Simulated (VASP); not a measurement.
**WC: single point with PBEsol**

Crystal: WC.

```xyz
2
Lattice="2.8537 0.0000 0.0000 -1.4269 2.4714 0.0000 0.0000 0.0000 2.9225" Properties=species:S:1:pos:R:3 pbc="T T T"
W     0.0000    0.0000    0.0000
C     1.4269    0.8238    1.4613
```

This cell differs from its parent crystal: ratio of the length along z to the lengths across it x 1.05, volume and fractional coordinates fixed.

* Program: VASP 6.6.1
* Task: single point
* Functional: PBEsol
* Potentials or basis: VASP PAW PBE potentials, release 64 (W_sv, C)
* Cutoff: 520 eV
* k mesh: 21 × 21 × 18
* Occupations: gaussian, width 0.15 eV
* Spin: no spin polarisation

```yaml
Pressure: -0.9 GPa
Band_gap_on_the_k_mesh: zero (band 9 reaches 11.56 eV, above the bottom of band 10 at 10.39 eV)
```

Stress tensor (GPa, compression positive):
```
 10.73   0.00   0.00
  0.00  10.73   0.00
  0.00   0.00 -24.16
```

Levels at points of the mesh, in eV from the Fermi level:
| k point | band 6 | band 7 | band 8 | band 9 | band 10 | band 11 | band 12 | band 13 |
| --- | --- | --- | --- | --- | --- | --- | --- | --- |
| (0.00, 0.00, 0.00) | -4.45 | -2.99 | -2.99 | -0.32 | 3.22 | 3.22 | 5.52 | 5.52 |
| (0.00, 0.00, 0.50) | -8.77 | -1.52 | -1.52 | -0.61 | -0.61 | 2.85 | 4.82 | 4.82 |

Run time: 89 s on 1 thread of Intel(R) Xeon(R) Platinum 8259CL CPU @ 2.50GHz (Skylake/Cascade Lake), on a shared host, peak memory 0.27 GiB.

Caveat: the PAW data sets were made with another functional, which shifts forces and pressure a little; spin-orbit coupling is left out, which moves the levels of the heavy elements.
